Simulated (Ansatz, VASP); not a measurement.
Two plane-wave programs on AlFe

```
CELL_PARAMETERS angstrom
2.91000 0.00000 0.00000
0.00000 2.91000 0.00000
0.00000 0.00000 2.91000
ATOMIC_POSITIONS crystal
Al 0.00082 0.00642 0.00817
Fe 0.49971 0.49519 0.49530
```

Alike in both runs: task single point; functional LDA; k mesh 7 × 7 × 7; collinear spin.

|  | VASP | Ansatz |
| --- | --- | --- |
| version | VASP 6.6.1 | Ansatz 0.2.0 |
| potentials or method | VASP PAW LDA potentials, release 64 (Al, Fe), cutoff 520 eV | plane waves, PAW |
| occupations | fermi-dirac, width 0.1 eV | fermi-dirac |
| valence electrons in the cell | 11 | 19 |

VASP gave:

```
pressure (GPa)                                                : -15.7
traceless stress, the component that is largest in VASP (GPa) : 0.16
rms of the force components (eV/Å)                            : 0.182
net moment per atom (μB)                                      : 0.31
size of the moment on the site where the two differ most (μB) : 0.66
```

Which values does Ansatz return?

Pressure (GPa): -15.9; traceless stress, the component that is largest in VASP (GPa): 0.16; rms of the force components (eV/Å): 0.180; net moment per atom (μB): 0.34; size of the moment on the site where the two differ most (μB): 0.71.

LDA's correlation is that of Perdew and Zunger in VASP and of Perdew and Wang (1992) in Ansatz. Site moments also hang on the region over which each program counts them. Atom by atom the forces differ by 0.002 eV/Å (rms over components). VASP's potentials hold 11 valence electrons a cell and Ansatz's 19, so a difference there can come from the potentials and not from the codes. Ansatz's warnings: stability check not made, stress scf threshold loose.
